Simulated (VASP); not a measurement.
Crystal: Hf5H2.

```
CELL_PARAMETERS angstrom
3.15000 0.00000 0.00000
-1.57500 2.72798 0.00000
0.00000 0.00000 12.60000
ATOMIC_POSITIONS crystal
Hf 0.00000 0.00000 0.00000
Hf 0.66667 0.33333 0.80000
Hf 0.33333 0.66667 0.20000
Hf 0.66667 0.33333 0.40000
Hf 0.33333 0.66667 0.60000
H 0.00000 0.00000 0.15000
H 0.00000 0.00000 0.85000
```

```yaml
Program: VASP 6.6.1
Task: relaxation of cell and atoms
Functional: PBE
Potentials_or_basis: VASP PAW PBE potentials, release 64 (Hf_pv, H)
Cutoff: 600 eV
k_mesh: 6 × 6 × 2
Occupations: gaussian, width 0.2 eV
Spin: no spin polarisation
```

At the start: pressure 13.4 GPa; volume 15.47 Å³/atom.

Where does the relaxation end?

Over 10 steps the energy falls by 79.3 meV/atom and the volume is 17.00 Å³/atom (+9.9 %); space group P-3m1 (No. 164, to 0.1 Å) before and after.

The path:
```csv
step,energy change (eV),largest force (eV/Å),pressure (GPa),volume (Å³)
1,0.0000,1.1648,13.44,108.27
2,-0.2026,0.3694,-8.65,129.90
3,-0.4854,0.6272,-0.69,119.88
4,-0.4855,0.6331,-0.45,119.64
5,-0.5193,0.4541,-0.17,119.22
6,-0.5475,0.1737,0.52,118.45
7,-0.5478,0.1988,0.59,118.36
8,-0.5515,0.1133,-0.67,119.61
9,-0.5518,0.1316,-0.40,119.34
10,-0.5549,0.0496,-0.13,119.00
```

Final structure:
```
CELL_PARAMETERS angstrom
3.23195 0.00000 0.00000
-1.61597 2.79895 0.00000
0.00000 0.00000 13.15467
ATOMIC_POSITIONS crystal
Hf 0.00000 0.00000 0.00000
Hf 0.66667 0.33333 0.78968
Hf 0.33333 0.66667 0.21032
Hf 0.66667 0.33333 0.40013
Hf 0.33333 0.66667 0.59987
H 0.00000 0.00000 0.15091
H 0.00000 0.00000 0.84909
```

Caveat: the k points lie up to 0.37 Å⁻¹ apart in the final cell, too coarse for converged energies and pressures of a metal; the relaxation stopped at a loose force limit of 0.08 eV/Å, so its end isn't a converged minimum.
